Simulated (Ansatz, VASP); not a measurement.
## BN in VASP and in Ansatz

```
CELL_PARAMETERS angstrom
0.00000 1.76704 1.90045
1.90045 0.00000 1.90045
1.90045 1.76704 0.00000
ATOMIC_POSITIONS crystal
B 0.00000 0.00000 0.00000
N 0.75000 0.75000 0.75000
```

Alike in both runs: task single point; functional PBE; k mesh 12 × 12 × 12; occupations gaussian, width 0.05 eV; no spin polarisation.

|  | VASP | Ansatz |
| --- | --- | --- |
| version | VASP 6.6.1 | Ansatz 0.2.0 |
| potentials or method | VASP PAW PBE potentials, release 64 (B, N), cutoff 520 eV | scalar-relativistic, plane waves, PAW |
| valence electrons in the cell | 8 | 8 |

VASP gave:

```
gap on the k mesh at the Fermi level (eV)                     : 3.26
least direct gap on the mesh (eV)                             : 7.75
pressure (GPa)                                                : -22.7
traceless stress, the component that is largest in VASP (GPa) : 25.04
```

**Question.** Which values does Ansatz return?

**Answer.** gap on the k mesh at the Fermi level (eV): 3.27; least direct gap on the mesh (eV): 7.76; pressure (GPa): -22.8; traceless stress, the component that is largest in VASP (GPa): 25.02.
